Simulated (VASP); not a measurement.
# GaAs (R-3m) in VASP: single point with PBE

Aim: the single point of GaAs with PBE.

Program: VASP 6.6.1. These are calculated values, not measurements. Logs are shortened: lines on timing, memory, paths and dates and some standing lists are left out, and cuts for length are marked.

**1. The cell of the first run**

Symmetry: R-3m, No. 166, trigonal system. The conventional cell has a = 2.994 Å, b = 2.994 Å, c = 15.048 Å, α = 90.00°, β = 90.00°, γ = 120.00°. Ga (site symmetry -3m) has 6 Ga at 2.99 Å and 6 As at 3.05 Å within 3.9 Å. As (site symmetry -3m) has 6 As at 2.99 Å and 6 Ga at 3.05 Å within 3.9 Å.

**2. Single point, PBE**

File INCAR:

```
  PREC = Accurate
  ENCUT = 520
  EDIFF = 1E-6
  ISMEAR = 0
  SIGMA = 0.1
  LREAL = False
  LASPH = True
  NELM = 60
  ALGO = Normal
  ISIF = 2
  LWAVE = False
  LCHARG = False
  GGA = PE
  NBANDS = 16
```

File KPOINTS:

```
Automatic mesh
0
Gamma
  24 24 24
```

File POSCAR:

```
GaAs
1.0
    1.4968802632      0.8642242229      5.0161035249
   -1.4968802632      0.8642242229      5.0161035249
    0.0000000000     -1.7284484458      5.0161035249
Ga As
1 1
Direct
    0.0000000000      0.0000000000      0.0000000000
    0.5000000000      0.5000000000      0.5000000000
```

Potentials or basis: VASP PAW PBE potentials, release 64 (Ga_d, As).

The run is started by

```sh
cat potpaw_PBE.64/Ga_d/POTCAR potpaw_PBE.64/As/POTCAR > POTCAR
mpirun -np 1 vasp_std > vasp.out
```

OUTCAR:

```text
PREC = Accurate
   ENCUT = 520
   EDIFF = 1E-6
   ISMEAR = 0
   LREAL = False
   LASPH = True
   NELM = 60
   ISIF = 2
   GGA = PE

 ion  position               nearest neighbor table
   1  0.000  0.000  0.000-
   2  0.500  0.500  0.500-

  LATTYP: Found a trigonal (rhomboedric) cell.
 ALAT       =     5.3055469654
 COS(alpha) =     0.8407997325

  Lattice vectors:

 A1 = (   1.4968802632,   0.8642242229,   5.0161035249)
 A2 = (  -1.4968802632,   0.8642242229,   5.0161035249)
 A3 = (   0.0000000000,  -1.7284484458,   5.0161035249)

Analysis of symmetry for initial positions (statically):
=====================================================================
 Subroutine PRICEL returns:
 Original cell was already a primitive cell.

 Routine SETGRP: Setting up the symmetry group for a
 trigonal (rhombohedral) supercell.

 Subroutine GETGRP returns: Found 12 space group operations
 (whereof 12 operations were pure point group operations)
 out of a pool of 12 trial point group operations.

The static configuration has the point symmetry D_3d.

Analysis of symmetry for dynamics (positions and initial velocities):
=====================================================================
 Subroutine PRICEL returns:
 Original cell was already a primitive cell.

 Routine SETGRP: Setting up the symmetry group for a
 trigonal (rhombohedral) supercell.

 Subroutine GETGRP returns: Found 12 space group operations
 (whereof 12 operations were pure point group operations)
 out of a pool of 12 trial point group operations.

The dynamic configuration has the point symmetry D_3d.

 Subroutine INISYM returns: Found 12 space group operations
 (whereof 12 operations are pure point group operations),
 and found     1 'primitive' translations

----------------------------------------------------------------------------------------

                                     Primitive cell

  volume of cell :      38.9342

  direct lattice vectors                    reciprocal lattice vectors
     1.496880263  0.864224223  5.016103525     0.334028053  0.192851186  0.066452642
    -1.496880263  0.864224223  5.016103525    -0.334028053  0.192851186  0.066452642
     0.000000000 -1.728448446  5.016103525     0.000000000 -0.385702373  0.066452642

  length of vectors
     5.305546965  5.305546965  5.305546965     0.391385071  0.391385071  0.391385071

  position of ions in fractional coordinates (direct lattice)
[... 77 lines left out ...]
   ENCUT  =  520.0 eV  38.22 Ry    6.18 a.u.   9.86  9.86  9.86*2*pi/ulx,y,z
   NELM   =     60;   NELMIN=  2; NELMDL= -5     # of ELM steps
   EDIFF  = 0.1E-05   stopping-criterion for ELM
   LREAL  =      F    real-space projection
   EDIFFG = 0.1E-04   stopping-criterion for IOM
   NSW    =      0    number of steps for IOM
   IBRION =     -1    ionic relax: 0-MD 1-quasi-New 2-CG
   NFREE  =      0    steps in history (QN), initial steepest desc. (CG)
   ISIF   =      2    stress and relaxation
   ISYM   =      2    0-nonsym 1-usesym 2-fastsym
   POTIM  = 0.5000    time-step for ionic-motion
   TEBEG  =    0.0;   TEEND  =   0.0 temperature during run
   PSTRESS=    0.0 pullay stress
   NELECT =      18.0000    total number of electrons
   NUPDOWN=      -1.0000    fix difference up-down
   EMIN   =  10.00;   EMAX   =-10.00  energy-range for DOS
   EFERMI =   0.00;   METHOD = LEGACY
   ISMEAR =     0;   SIGMA  =   0.10  broadening in eV -4-tet -1-fermi 0-gaus
   EFERMI_NEDOS =   21; number of points for ismear=-14 and -15
   IALGO  =     38    algorithm
   IMIX   =      4    mixing-type and parameters
     AMIX     =   0.40;   BMIX     =  1.00
     AMIX_MAG =   1.60;   BMIX_MAG =  1.00
  volume/ion in A,a.u.               =      19.47       131.37
  Fermi-wavevector in a.u.,A,eV,Ry     =   1.265868  2.392145 21.802289  1.602423
  Thomas-Fermi vector in A             =   2.399099
   LORBIT       =      0    0 simple, 1 ext, 2 COOP (PROOUT), +10 PAW based schemes
   GGA     = PE    functional components
   LHFCALC =     F    Hartree Fock is set to
   AEXX    =    0.0000 exact exchange contribution
   IVDW    =     0    specifies the selected vdW correction
   LEPSILON=     F    determine dielectric tensor
   LRPA    =     F    only Hartree local field effects (RPA)
 non-spin polarized calculation
 Gauss-broadening in eV      SIGMA  =   0.10
  energy-cutoff  :      520.00
  volume of cell :       38.93
 maximum number of plane-waves:      1070
   NGX = 19   NGY = 19   NGZ = 19

 number of electron      18.0000002 magnetization

 Free energy of the ion-electron system (eV)
  ---------------------------------------------------
  ext. energy  EPLUGINS =         0.00000000
  ---------------------------------------------------
  free energy    TOTEN  =        -7.11534343 eV

  energy without entropy =       -7.10977848  energy(sigma->0) =       -7.11256096

 E-fermi :   5.8032     XC(G=0): -10.7621

 val. band max:        5.8023108874   @ k =  -0.3750   0.4167   0.2500
 cond. band min:       5.8052972265   @ k =  -0.4583   0.2083   0.0833
 fundamental gap:      0.0029863392
 Fermi energy:         5.8031604583

 k-point     1 :       0.0000    0.0000    0.0000
  band No.  band energies     occupation
      1      -9.1895      2.00000
      2      -9.0932      2.00000
      3      -9.0932      2.00000
      4      -8.9767      2.00000
      5      -8.9767      2.00000
      6      -7.9683      2.00000
[... 433 lines left out ...]
      3      -9.0068      2.00000
      4      -8.9916      2.00000
      5      -8.9048      2.00000
      6      -4.4233      2.00000
[... 8 lines left out ...]
     15      15.9512      0.00000
     16      18.3538      0.00000

 [... further k-points ...]

------------------------ aborting loop because EDIFF is reached ----------------------------------------

  FORCE on cell =-STRESS in cart. coord.  units (eV):
  Direction    XX          YY          ZZ          XY          YZ          ZX
  --------------------------------------------------------------------------------------
  -------------------------------------------------------------------------------------
  Total        0.0161396      0.0161396      0.0211892      0.0000000     -0.0000000      0.0000000
  in kB        0.6641590      0.6641590      0.8719534      0.0000000     -0.0000000      0.0000000
  external PRESSURE =       0.7334238 kB  Pullay stress =       0.0000000 kB

 VOLUME and BASIS-vectors are now :
 -----------------------------------------------------------------------------
  energy-cutoff  :      520.00
  volume of cell :       38.93
      direct lattice vectors                 reciprocal lattice vectors
     1.496880263  0.864224223  5.016103525     0.334028053  0.192851186  0.066452642
    -1.496880263  0.864224223  5.016103525    -0.334028053  0.192851186  0.066452642
     0.000000000 -1.728448446  5.016103525     0.000000000 -0.385702373  0.066452642

 POSITION                                       TOTAL-FORCE (eV/Angst)
 -----------------------------------------------------------------------------------
      0.00000      0.00000      0.00000         0.000000      0.000000     -0.000000
      0.00000      0.00000      7.52416        -0.000000      0.000000      0.000000
 -----------------------------------------------------------------------------------
    total drift:                               -0.000000     -0.000000     -0.000000

  FREE ENERGIE OF THE ION-ELECTRON SYSTEM (eV)
  ---------------------------------------------------
  free  energy   TOTEN  =        -7.1153434260 eV

  energy  without entropy=       -7.1097784844  energy(sigma->0) =       -7.11256096
```

OSZICAR:

```text
N       E                     dE             d eps       ncg     rms          rms(c)
DAV:   1     0.767653995698E+02    0.76765E+02   -0.89197E+03 43944   0.163E+03
DAV:   2    -0.174462662507E+01   -0.78510E+02   -0.75289E+02 48472   0.306E+02
DAV:   3    -0.707620039164E+01   -0.53316E+01   -0.52994E+01 50840   0.602E+01
DAV:   4    -0.714169576460E+01   -0.65495E-01   -0.65485E-01 50872   0.721E+00
DAV:   5    -0.714250192197E+01   -0.80616E-03   -0.80614E-03 52432   0.744E-01    0.195E+00
DAV:   6    -0.712206722121E+01    0.20435E-01   -0.25453E-02 55224   0.267E+00    0.112E+00
DAV:   7    -0.711559678145E+01    0.64704E-02   -0.13175E-02 63824   0.128E+00    0.131E-01
DAV:   8    -0.711534057970E+01    0.25620E-03   -0.10831E-03 52272   0.446E-01    0.350E-02
DAV:   9    -0.711534120074E+01   -0.62104E-06   -0.42718E-05 54848   0.757E-02    0.185E-02
DAV:  10    -0.711534335006E+01   -0.21493E-05   -0.39261E-06 48592   0.172E-02    0.141E-03
DAV:  11    -0.711534342596E+01   -0.75899E-07   -0.14962E-07 30872   0.325E-03
   1 F= -.71153434E+01 E0= -.71125610E+01  d E =-.556494E-02
```

stdout:

```text
POSCAR found type information on POSCAR GaAs
 POSCAR found :  2 types and       2 ions
 scaLAPACK will be used
 LDA part: xc-table for (Slater+PW92), standard interpolation
 POSCAR, INCAR and KPOINTS ok, starting setup
 FFT: planning ... GRIDC
 FFT: planning ... GRID_SOFT
 FFT: planning ... GRID
 WAVECAR not read
 entering main loop
```

It took 15 min on 1 thread of Intel Xeon Platinum 8488C (Sapphire Rapids), shared host; peak memory 0.95 GiB.

Results:

```yaml
Free_energy: -7.1153 eV
Pressure: 0.1 GPa
Band_gap_on_the_k_mesh: zero (bands 9 and 10 overlap by 6.88 eV)
```
